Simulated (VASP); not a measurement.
Wanted: the native input for a VASP 6.6.1 run.

| Property | Result |
| --- | --- |
| Task | single point |
| Functional | PBE |
| Potentials or basis | VASP PAW PBE potentials, release 64 (Ni_sv_GW, O) |
| Cutoff | 600 eV |
| k mesh | 12 × 12 × 12 |
| Occupations | gaussian, width 0.02 eV |
| Spin | collinear spin, ferromagnetic start |
| Starting moments | [1.91, 0.21] μB |
| Hubbard terms | Ni d U = 6.2 eV |
| Dipole correction | no |
| Second run | valence_matched |
| Further INCAR settings | ALGO = Normal; EDIFF = 1e-06; NBANDS = 23 |

The structure of NiO lies in POSCAR:

```
NiO
1.0
    0.0000000000      2.1337376371      2.1337376371
    2.1337376371      0.0000000000      2.1337376371
    2.1337376371      2.1337376371      0.0000000000
Ni O
1 1
Direct
    0.0000000000      0.0000000000      0.0000000000
    0.5000000000      0.5000000000      0.5000000000
```

One way to write it, as run:

INCAR

```
SYSTEM = NiO
PREC = Accurate ; ENCUT = 600
EDIFF = 1E-6 ; ISMEAR = 0
SIGMA = 0.02 ; LREAL = .FALSE.
LASPH = .TRUE. ; NELM = 200
ALGO = Normal ; ISIF = 2
LWAVE = .FALSE. ; LCHARG = .FALSE.
ISPIN = 2 ; MAGMOM = 1.91 0.21
LORBIT = 11 ; LMAXMIX = 4
LDAU = .TRUE. ; LDAUTYPE = 2
LDAUL = 2 -1 ; LDAUU = 6.2 0
LDAUJ = 0 0 ; LDAUPRINT = 1
GGA = PE ; NBANDS = 23
GGA_COMPAT = .FALSE.
```

KPOINTS

```
regular mesh
0
G
  12 12 12
  0 0 0
```

Potentials or basis: VASP PAW PBE potentials, release 64 (Ni_sv_GW, O).

The run is started by

```bash
$ cat potpaw_PBE.64/Ni_sv_GW/POTCAR potpaw_PBE.64/O/POTCAR > POTCAR
$ mpirun -np 1 vasp_std > vasp.out
```

Results of the run:

* Pressure: -3.7 GPa
* Band gap on the k mesh: 2.00 eV, indirect (least direct gap 3.17 eV)
* Net moment: 2.00 μB per cell
* Site moments: Ni +1.80; O +0.16 μB
* Valence electrons inside the program's atomic spheres: Ni 16.08; O 5.01

Caveat: a cell with one magnetic atom can't hold antiferromagnetic order, which such compounds often take.

Wall time 2.2 min on 1 thread of AMD EPYC 7R43 64-Core Processor (Zen 3) (shared host), peak memory 0.16 GiB.
